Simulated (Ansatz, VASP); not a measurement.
**Ti in VASP and in Ansatz**

```
Ti
1.0
     2.64046    0.05281    0.00000
     0.05281    2.64046    0.00000
     0.00000    0.00000    2.64046
Ti
1
Direct
  0.00000 0.00000 0.00000
```

Change from the starting cell: xy shear strain of +4 %.

Alike in both runs: task single point; functional PBE; k mesh 15 × 15 × 15; occupations fermi-dirac, width 0.05 eV; no spin polarisation.

```csv
,VASP,Ansatz
version,VASP 6.6.1,Ansatz 0.2.0
potentials or method,"VASP PAW PBE potentials, release 64 (Ti_sv), cutoff 520 eV","all-electron LAPW, scalar-relativistic"
```

```csv
,VASP,Ansatz,Ansatz less VASP
pressure (GPa),-0.1,0.0,+0.08
"traceless stress, the component that is largest in VASP (GPa)",2.36,2.37,+0.009
```

Ansatz ran all-electron here, and VASP with PAW potentials.
